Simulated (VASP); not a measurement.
Write the native input for VASP 6.6.1 that does the following.

* Task: single point
* Functional: PBE
* Potentials or basis: VASP PAW PBE potentials, release 64 (Zr_sv, C)
* Cutoff: 520 eV
* k mesh: 9 × 9 × 5
* Occupations: fermi-dirac, width 0.05 eV
* Spin: no spin polarisation
* Dipole correction: no
* Further INCAR settings: ALGO = Normal; EDIFF = 1e-06; NBANDS = 24

The structure of ZrC lies in POSCAR:

```
ZrC
1.0
    3.4361060776      0.0000000000      0.0000000000
   -1.7180530388      2.9757551533      0.0000000000
    0.0000000000      0.0000000000      5.3596669437
Zr C
2 2
Direct
    0.6666666667      0.3333333333      0.7500000000
    0.3333333333      0.6666666667      0.2500000000
    0.0000000000      0.0000000000      0.5000000000
    0.0000000000      0.0000000000      0.0000000000
```

These files were run (other wordings do the same):

INCAR

```
SYSTEM = ZrC
PREC = Accurate
ENCUT = 520
EDIFF = 1E-6
ISMEAR = -1
SIGMA = 0.05
LREAL = .False.
LASPH = .True.
NELM = 60
ALGO = Normal
ISIF = 2
LWAVE = .False.
LCHARG = .False.
GGA = PE
NBANDS = 24
```

KPOINTS

```
Automatic mesh
0
Gamma
  9 9 5
  0 0 0
```

Potentials or basis: VASP PAW PBE potentials, release 64 (Zr_sv, C).

Command:

```console
$ cat potpaw_PBE.64/Zr_sv/POTCAR potpaw_PBE.64/C/POTCAR > POTCAR
$ mpirun -np 1 vasp_std > vasp.out
```

It gave:

| Item | Value |
| --- | --- |
| Pressure | -9.6 GPa |
| Band gap on the k mesh | zero (band 16 reaches 10.25 eV, above the bottom of band 17 at 9.28 eV) |

Run time: 23 s on 1 thread of Intel(R) Xeon(R) 6975P-C (Granite Rapids) (shared host), peak memory 0.19 GiB.
